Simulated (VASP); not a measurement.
# BaS (Fm-3m) in VASP: further runs

Runs on BaS. Level: PBE. Tasks: single point.

Program: VASP 6.6.1. These are calculated values, not measurements. Logs are shortened: lines on timing, memory, paths and dates and some standing lists are left out, and cuts for length are marked.

**1. The cell of the first run**

It takes space group Fm-3m (No. 225, cubic). The conventional cell has a = 6.258 Å, b = 6.258 Å, c = 6.258 Å, α = 90.00°, β = 90.00°, γ = 90.00°. Ba (site symmetry m-3m) has 6 S at 3.13 Å within 4.1 Å. Within 4.1 Å of S (site symmetry m-3m) lie 6 Ba at 3.13 Å.

**2. Single point, PBE (30.64 Å³/atom)**

Contents of INCAR:

```
SYSTEM = BaS
PREC     = Accurate       ! precision mode
ENCUT    = 520            ! plane-wave cutoff, eV
EDIFF    = 1E-6           ! SCF threshold, eV
ISMEAR   = -1             ! smearing method
SIGMA    = 0.01           ! smearing width, eV
LREAL    = .False.        ! projectors in reciprocal space
LASPH    = .True.         ! aspherical terms in the spheres
NELM     = 80             ! most SCF steps
ALGO     = Normal         ! electronic algorithm
ISIF     = 2              ! what is computed and relaxed
LWAVE    = .False.        ! write WAVECAR
LCHARG   = .True.         ! write CHGCAR
GGA      = PE             ! functional
LELF     = .True.         ! ELF
LVHAR    = .True.       
NBANDS   = 15             ! bands
```

Contents of KPOINTS:

```
regular mesh
0
Gamma
  7 7 7
  0 0 0
```

Contents of POSCAR:

```
BaS
1.0
    0.0000000000      3.1291077444      3.1291077444
    3.1291077444      0.0000000000      3.1291077444
    3.1291077444      3.1291077444      0.0000000000
Ba S
1 1
Direct
    0.0000000000      0.0000000000      0.0000000000
    0.5000000000      0.5000000000      0.5000000000
```

Potentials or basis: VASP PAW PBE potentials, release 64 (Ba_sv, S).

Launch:

```console
> cat potpaw_PBE.64/Ba_sv/POTCAR potpaw_PBE.64/S/POTCAR > POTCAR
> mpirun -np 1 vasp_std > vasp.out
```

OUTCAR:

```text
SYSTEM = BaS
   PREC = Accurate
   ENCUT = 520
   EDIFF = 1E-6
   ISMEAR = -1
   LREAL = .False.
   LASPH = .True.
   NELM = 80
   ISIF = 2
   GGA = PE

 ion  position               nearest neighbor table
   1  0.000  0.000  0.000-   2 3.13   2 3.13   2 3.13   2 3.13   2 3.13   2 3.13
   2  0.500  0.500  0.500-   1 3.13   1 3.13   1 3.13   1 3.13   1 3.13   1 3.13

  LATTYP: Found a face centered cubic cell.
 ALAT       =     6.2582154888

  Lattice vectors:

 A1 = (   0.0000000000,   3.1291077444,   3.1291077444)
 A2 = (   3.1291077444,   0.0000000000,   3.1291077444)
 A3 = (   3.1291077444,   3.1291077444,   0.0000000000)

Analysis of symmetry for initial positions (statically):
=====================================================================
 Subroutine PRICEL returns:
 Original cell was already a primitive cell.

 Routine SETGRP: Setting up the symmetry group for a
 face centered cubic supercell.

 Subroutine GETGRP returns: Found 48 space group operations
 (whereof 48 operations were pure point group operations)
 out of a pool of 48 trial point group operations.

The static configuration has the point symmetry O_h .

Analysis of symmetry for dynamics (positions and initial velocities):
=====================================================================
 Subroutine PRICEL returns:
 Original cell was already a primitive cell.

 Routine SETGRP: Setting up the symmetry group for a
 face centered cubic supercell.

 Subroutine GETGRP returns: Found 48 space group operations
 (whereof 48 operations were pure point group operations)
 out of a pool of 48 trial point group operations.

The dynamic configuration has the point symmetry O_h .

 Subroutine INISYM returns: Found 48 space group operations
 (whereof 48 operations are pure point group operations),
 and found     1 'primitive' translations

----------------------------------------------------------------------------------------

                                     Primitive cell

  volume of cell :      61.2762

  direct lattice vectors                    reciprocal lattice vectors
     0.000000000  3.129107744  3.129107744    -0.159789960  0.159789960  0.159789960
     3.129107744  0.000000000  3.129107744     0.159789960 -0.159789960  0.159789960
     3.129107744  3.129107744  0.000000000     0.159789960  0.159789960 -0.159789960

  length of vectors
     4.425226610  4.425226610  4.425226610     0.276764329  0.276764329  0.276764329

  position of ions in fractional coordinates (direct lattice)
[... 83 lines left out ...]
   TEBEG  =    0.0;   TEEND  =   0.0 temperature during run
   PSTRESS=    0.0 pullay stress
   NELECT =      16.0000    total number of electrons
   NUPDOWN=      -1.0000    fix difference up-down
   EMIN   =  10.00;   EMAX   =-10.00  energy-range for DOS
   EFERMI =   0.00;   METHOD = LEGACY
   ISMEAR =    -1;   SIGMA  =   0.01  broadening in eV -4-tet -1-fermi 0-gaus
   EFERMI_NEDOS =   21; number of points for ismear=-14 and -15
   IALGO  =     38    algorithm
   IMIX   =      4    mixing-type and parameters
     AMIX     =   0.40;   BMIX     =  1.00
     AMIX_MAG =   1.60;   BMIX_MAG =  1.00
  volume/ion in A,a.u.               =      30.64       206.76
  Fermi-wavevector in a.u.,A,eV,Ry     =   1.046368  1.977348 14.896819  1.094885
  Thomas-Fermi vector in A             =   2.181203
   LORBIT       =      0    0 simple, 1 ext, 2 COOP (PROOUT), +10 PAW based schemes
   GGA     = PE    functional components
   LHFCALC =     F    Hartree Fock is set to
   AEXX    =    0.0000 exact exchange contribution
   IVDW    =     0    specifies the selected vdW correction
   LEPSILON=     F    determine dielectric tensor
   LRPA    =     F    only Hartree local field effects (RPA)
 non-spin polarized calculation
  energy-cutoff  :      520.00
  volume of cell :       61.28
 maximum number of plane-waves:      1666
 NGX is ok and might be reduce to    36
   NGX = 17   NGY = 17   NGZ = 17

 number of electron      15.9999998 magnetization

 Free energy of the ion-electron system (eV)
  ---------------------------------------------------
  ext. energy  EPLUGINS =         0.00000000
  ---------------------------------------------------
  free energy    TOTEN  =       -10.11132456 eV

  energy without entropy =      -10.11132456  energy(sigma->0) =      -10.11132456

 E-fermi :   2.0121     XC(G=0):  -8.8839

 val. band max:        1.7862080979   @ k =   0.0000   0.0000   0.0000
 cond. band min:       3.8400849948   @ k =   0.4286   0.4286   0.0000
 fundamental gap:      2.0538768969
 Fermi energy:         2.0120502429

 k-point     1 :       0.0000    0.0000    0.0000
  band No.  band energies     occupation
      1     -24.1032      2.00000
      2      -9.1492      2.00000
      3      -9.1492      2.00000
      4      -9.1492      2.00000
      5      -8.6718      2.00000
      6       1.7862      2.00000
      7       1.7862      2.00000
      8       1.7862      2.00000
      9       5.6526      0.00000
     10       5.6526      0.00000
     11       5.6526      0.00000
     12       5.6956      0.00000
     13       6.6448      0.00000
     14       6.6448      0.00000
[... 329 lines left out ...]
      2      -9.9933      2.00000
      3      -9.6022      2.00000
      4      -9.4223      2.00000
      5      -7.8151      2.00000
      6       0.5518      2.00000
      7       1.1982      2.00000
      8       1.3108      2.00000
      9       5.7441      0.00000
     10       6.7222      0.00000
     11       8.5255      0.00000
     12       9.1629      0.00000
     13       9.3124      0.00000
     14      11.4702      0.00000
     15      12.3827      0.00000

------------------------ aborting loop because EDIFF is reached ----------------------------------------

  FORCE on cell =-STRESS in cart. coord.  units (eV):
  Direction    XX          YY          ZZ          XY          YZ          ZX
  --------------------------------------------------------------------------------------
  -------------------------------------------------------------------------------------
  Total        1.8237434      1.8237434      1.8237434     -0.0000000     -0.0000000      0.0000000
  in kB       47.6851086     47.6851086     47.6851086     -0.0000000     -0.0000000      0.0000000
  external PRESSURE =      47.6851086 kB  Pullay stress =       0.0000000 kB

 VOLUME and BASIS-vectors are now :
 -----------------------------------------------------------------------------
  energy-cutoff  :      520.00
  volume of cell :       61.28
      direct lattice vectors                 reciprocal lattice vectors
     0.000000000  3.129107744  3.129107744    -0.159789960  0.159789960  0.159789960
     3.129107744  0.000000000  3.129107744     0.159789960 -0.159789960  0.159789960
     3.129107744  3.129107744  0.000000000     0.159789960  0.159789960 -0.159789960

 POSITION                                       TOTAL-FORCE (eV/Angst)
 -----------------------------------------------------------------------------------
      0.00000      0.00000      0.00000         0.000000      0.000000      0.000000
      3.12911      3.12911      3.12911        -0.000000     -0.000000     -0.000000
 -----------------------------------------------------------------------------------
    total drift:                                0.000000      0.000000      0.000000

  FREE ENERGIE OF THE ION-ELECTRON SYSTEM (eV)
  ---------------------------------------------------
  free  energy   TOTEN  =       -10.1113245619 eV

  energy  without entropy=      -10.1113245619  energy(sigma->0) =      -10.11132456
```

stdout:

```text
POSCAR found type information on POSCAR BaS
 POSCAR found :  2 types and       2 ions
 scaLAPACK will be used
 LDA part: xc-table for (Slater+PW92), standard interpolation
 POSCAR, INCAR and KPOINTS ok, starting setup
 FFT: planning ... GRIDC
 FFT: planning ... GRID_SOFT
 FFT: planning ... GRID
 WAVECAR not read
 entering main loop
```

It took 16 s on 1 thread of Intel Xeon Platinum 8488C (Sapphire Rapids), shared host; peak memory 0.2 GiB.

What came out:

```yaml
Free_energy: -10.1113 eV
Pressure: 4.8 GPa
Band_gap_on_the_k_mesh: 2.05 eV (least direct gap 2.17 eV)
```

Levels at points of the mesh, in eV from the valence-band top:
| k point | band 4 | band 5 | band 6 | band 7 | band 8 | band 9 | band 10 | band 11 | band 12 | band 13 |
| --- | --- | --- | --- | --- | --- | --- | --- | --- | --- | --- |
| (0.00, 0.00, 0.00) | -10.94 | -10.46 | 0.00 | 0.00 | 0.00 | 3.87 | 3.87 | 3.87 | 3.91 | 4.86 |

Caveat: the cell stands under pressure; spin-orbit coupling is left out, which moves the levels of the heavy elements; an odd mesh through Γ misses points on the zone boundary, where band edges can lie.

**3. Single point, PBE (31.60 Å³/atom)**

This run uses another cell than the first one, of 31.60 Å³/atom.

Contents of INCAR:

```
PREC = Accurate
ENCUT = 520
EDIFF = 1E-6
ISMEAR = -1
SIGMA = 0.01
LREAL = F
LASPH = T
NELM = 60
ALGO = Normal
ISIF = 2
LWAVE = F
LCHARG = F
GGA = PE
NBANDS = 15
```

Contents of KPOINTS:

```
regular mesh
0
Gamma
  7 7 7
```

Contents of POSCAR:

```
BaS
1.0
    0.0000000000      3.1614876932      3.1614876932
    3.1614876932      0.0000000000      3.1614876932
    3.1614876932      3.1614876932      0.0000000000
Ba S
1 1
Direct
    0.0000000000      0.0000000000      0.0000000000
    0.5000000000      0.5000000000      0.5000000000
```

Potentials or basis: VASP PAW PBE potentials, release 64 (Ba_sv, S).

Launch:

```console
> cat potpaw_PBE.64/Ba_sv/POTCAR potpaw_PBE.64/S/POTCAR > POTCAR
> mpirun -np 1 vasp_std > vasp.out
```

Wall time 15 s (1 thread of Intel Xeon Platinum 8488C (Sapphire Rapids), shared host); peak memory 0.2 GiB.

It converged, with:

```yaml
Free_energy: -10.1578 eV
Pressure: 3.0 GPa
Band_gap_on_the_k_mesh: 2.11 eV (least direct gap 2.24 eV)
```

Levels at points of the mesh, in eV from the valence-band top:
```tsv
k point	band 5	band 6	band 7	band 8	band 9	band 10	band 11	band 12
(0.00, 0.00, 0.00)	-10.41	0.00	0.00	0.00	3.75	3.87	3.87	3.87
```

Caveat: spin-orbit coupling is left out, which moves the levels of the heavy elements; an odd mesh through Γ misses points on the zone boundary, where band edges can lie.
